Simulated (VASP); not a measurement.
Write the native input for VASP 6.6.1 that does the following.

```yaml
Task: single point
Functional: PBE
Potentials_or_basis: VASP PAW PBE potentials, release 64 (Hg, Te)
Cutoff: 520 eV
k_mesh: 10 × 10 × 10
Occupations: gaussian, width 0.05 eV
Spin: no spin polarisation
Dipole_correction: no
Further_INCAR_settings: ALGO = Normal; EDIFF = 1e-07; NBANDS = 16
```

The structure of HgTe lies in POSCAR:

```
HgTe
1.0
    0.0000000000      3.2621203729      3.2621203729
    3.2621203729      0.0000000000      3.2621203729
    3.2621203729      3.2621203729      0.0000000000
Hg Te
1 1
Direct
    0.0000000000      0.0000000000      0.0000000000
    0.2500000000      0.2500000000      0.2500000000
```

These files were run (other wordings do the same):

INCAR

```
SYSTEM = HgTe
PREC = Accurate ; ENCUT = 520
EDIFF = 1E-7 ; ISMEAR = 0
SIGMA = 0.05 ; LREAL = .False.
LASPH = .True. ; NELM = 80
ALGO = Normal ; ISIF = 2
LWAVE = .False. ; LCHARG = .True.
GGA = PE ; LELF = .True.
LVHAR = .True. ; NBANDS = 16
```

KPOINTS

```
regular mesh
0
Gamma
  10 10 10
  0 0 0
```

Potentials or basis: VASP PAW PBE potentials, release 64 (Hg, Te).

The run is started by

```sh
$ cat potpaw_PBE.64/Hg/POTCAR potpaw_PBE.64/Te/POTCAR > POTCAR
$ mpirun -np 1 vasp_std > vasp.out
```

It gave:

```
Pressure               : 2.3 GPa
Band gap on the k mesh : zero (filled and empty bands touch)
```

Caveat: semilocal functionals underestimate gaps, and a narrow one can read as zero; spin-orbit coupling is left out, which moves the levels of the heavy elements.

It took 82 s on 1 thread of Intel Xeon 8259CL (shared host), peak memory 0.23 GiB.
